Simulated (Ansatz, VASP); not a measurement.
**GaN in VASP and in Ansatz**

```xyz
8
Lattice="5.1157 0.0000 0.0000 0.0000 5.1157 0.0000 0.0000 0.0000 2.7927" Properties=species:S:1:pos:R:3 pbc="T T T"
Ga    3.4236    3.4236    1.3964
Ga    0.8658    4.2499    0.6982
Ga    1.6920    1.6920    0.0000
Ga    4.2499    0.8658    2.0945
N     4.2499    4.2499    0.0000
N     1.6920    3.4236    2.0945
N     0.8658    0.8658    1.3964
N     3.4236    1.6920    0.6982
```

Alike in both runs: task relaxation of cell and atoms; functional PBE; k mesh 4 × 4 × 6; occupations gaussian, width 0.1 eV; no spin polarisation.

|  | VASP | Ansatz |
| --- | --- | --- |
| version | VASP 6.6.1 | Ansatz 0.2.0 |
| potentials or method | VASP PAW PBE potentials, release 64 (Ga_d, N), cutoff 600 eV | scalar-relativistic, plane waves, PAW |
| valence electrons in the cell | 72 | 72 |

Ansatz gave:

* gap on the k mesh at the Fermi level, each at its own relaxed structure (eV): 1.18
* relaxed volume (Å³/atom): 11.64
* relaxed length of the cell vector where the two differ most in proportion (Å): 3.005

Q: Estimate VASP's values.

A: gap on the k mesh at the Fermi level, each at its own relaxed structure (eV): 1.15; relaxed volume (Å³/atom): 11.69; relaxed length of the cell vector where the two differ most in proportion (Å): 3.012.

Noted on VASP's run: the volume moved by over 15 % at a fixed basis, so the end points are rough.
